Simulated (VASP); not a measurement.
Set up this calculation in VASP 6.6.1, as the native input.

| Property | Result |
| --- | --- |
| Task | single point |
| Functional | PBE |
| Potentials or basis | VASP PAW PBE potentials, release 64 (Mn_pv, F) |
| Cutoff | 520 eV |
| k mesh | 6 × 6 × 6 |
| Occupations | gaussian, width 0.1 eV |
| Spin | collinear spin, ferromagnetic start |
| Starting moments | [4.0, 0.0, 0.0] μB |
| Dipole correction | no |
| Further INCAR settings | ALGO = Normal; EDIFF = 1e-06; NBANDS = 24 |

The structure of MnF2 lies in POSCAR:

```
MnF2
1.0
    0.0000000000      2.6244578900      2.6244578900
    2.6244578900      0.0000000000      2.6244578900
    2.6244578900      2.6244578900      0.0000000000
Mn F
1 2
Direct
    0.0000000000      0.0000000000      0.0000000000
    0.2500000000      0.2500000000      0.2500000000
    0.7500000000      0.7500000000      0.7500000000
```

The cell was built from a structure type or drawn by symmetry, and may not be a known phase.

These files were run (other wordings do the same):

INCAR

```
SYSTEM = MnF2
ALGO = Normal
EDIFF = 1E-6
ENCUT = 520
GGA = PE
ISIF = 2
ISMEAR = 0
ISPIN = 2
LASPH = .True.
LCHARG = .True.
LELF = .True.
LMAXMIX = 4
LORBIT = 11
LREAL = .False.
LVHAR = .True.
LWAVE = .False.
MAGMOM = 4 0 0
NBANDS = 24
NELM = 150
PREC = Accurate
SIGMA = 0.1
```

KPOINTS

```
k-points
0
Gamma
  6 6 6
  0 0 0
```

Potentials or basis: VASP PAW PBE potentials, release 64 (Mn_pv, F).

The run is started by

```bash
$ cat potpaw_PBE.64/Mn_pv/POTCAR potpaw_PBE.64/F/POTCAR > POTCAR
$ mpirun -np 1 vasp_std > vasp.out
```

Results of the run:

The pressure is -0.9 GPa. The band gap on the k mesh is 1.95 eV and the net moment is 5.00 μB per cell. The site moments are Mn +4.61; F +0.08 μB and the valence electrons inside the program's atomic spheres are Mn 11.15; F 6.09.

Caveat: a cell with one magnetic atom can't hold antiferromagnetic order, which such compounds often take.

Run time: 32 s on 1 thread of AMD EPYC 9R14 (Zen 4), with other jobs on the host, peak memory 0.14 GiB.
